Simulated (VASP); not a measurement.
Wanted: the native input for a VASP 6.6.1 run.

```yaml
Task: single point
Functional: PBE
Potentials_or_basis: VASP PAW PBE potentials, release 64 (Co)
Cutoff: 520 eV
k_mesh: 17 × 17 × 9
Occupations: fermi-dirac, width 0.05 eV
Spin: collinear spin, ferromagnetic start
Starting_moments: "[2.0, 2.0] μB"
Dipole_correction: no
Further_INCAR_settings: ALGO = Normal; EDIFF = 1e-06; NBANDS = 20
```

The structure of Co lies in POSCAR:

```
Co
1.0
    2.5201011640      0.0000000000      0.0000000000
   -1.2600505820      2.1824716281      0.0000000000
    0.0000000000      0.0000000000      4.0716750990
Co
2
Direct
    0.3333333333      0.6666666667      0.2500000000
    0.6666666667      0.3333333333      0.7500000000
```

This cell differs from its parent crystal: volume scaled by 1.03.

One way to write it, as run:

INCAR

```
ALGO = Normal
EDIFF = 1E-6
ENCUT = 520
GGA = PE
ISIF = 2
ISMEAR = -1
ISPIN = 2
LASPH = T
LCHARG = F
LMAXMIX = 4
LORBIT = 11
LREAL = F
LWAVE = F
MAGMOM = 2 2
NBANDS = 20
NELM = 150
PREC = Accurate
SIGMA = 0.05
```

KPOINTS

```
k-points
0
Gamma
  17 17 9
```

Potentials or basis: VASP PAW PBE potentials, release 64 (Co).

Run with:

```sh
$ cat potpaw_PBE.64/Co/POTCAR > POTCAR
$ mpirun -np 1 vasp_std > vasp.out
```

It gave:

The pressure is -6.5 GPa. The net moment is 3.28 μB per cell. The site moments are Co +1.66 μB and the valence electrons inside the program's atomic spheres are Co 8.21.

Run time: 97 s on 1 thread of Intel(R) Xeon(R) Platinum 8375C CPU @ 2.90GHz (Ice Lake), with other jobs on the host, peak memory 0.21 GiB.
